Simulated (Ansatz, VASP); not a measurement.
Pd in VASP and in Ansatz

```
Pd
1.0
     0.00000    1.93684    1.93684
     1.93684    0.00000    1.93684
     1.93684    1.93684    0.00000
Pd
1
Direct
  0.00000 0.00000 0.00000
```

Alike in both runs: functional PBEsol; k mesh 10 × 10 × 10; occupations gaussian, width 0.1 eV; no spin polarisation.

Ansatz relaxed the structure, and its values are those at the end. VASP's run is a single point on that final structure, the one shown.

```csv
,VASP,Ansatz
version,VASP 6.6.1,Ansatz 0.2.0
potentials or method,"VASP PAW PBE potentials, release 64 (Pd), cutoff 520 eV","scalar-relativistic, plane waves, PAW"
valence electrons in the cell,10,18
```

|  | VASP | Ansatz | Ansatz less VASP |
| --- | --- | --- | --- |
| gap on the k mesh at the Fermi level (eV) | none | none | - |
| pressure (GPa) | -0.3 | 0.1 | +0.38 |

VASP's potentials were made for PBE, not for PBEsol. A gap of «none» marks a metal or a gap that the smearing closes. With one functional, cell and mesh, what is left measures potentials, basis and numerics. VASP's potentials hold 10 valence electrons a cell and Ansatz's 18, so a difference there can come from the potentials and not from the codes.
